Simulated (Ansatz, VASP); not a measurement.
One calculation of Yb, two programs

```
Yb
1.0
     0.00000    4.26329    4.26329
     4.26329    0.00000    4.26329
     4.26329    4.26329    0.00000
Yb
2
Cartesian
  1.0658 1.0658 1.0658
  7.4608 7.4608 7.4608
```

Alike in both runs: task single point; functional PBE; k mesh 7 × 7 × 7; occupations fermi-dirac, width 0.1 eV; no spin polarisation.

```csv
,VASP,Ansatz
version,VASP 6.6.1,Ansatz 0.2.0
potentials or method,"VASP PAW PBE potentials, release 64 (Yb), cutoff 520 eV","plane waves (420 eV) with PAW, scalar-relativistic"
valence electrons in the cell,48,48
```

```tsv
	VASP	Ansatz	Ansatz less VASP
pressure (GPa)	0.0	0.2	+0.17
```

Neither program's run includes spin-orbit coupling.
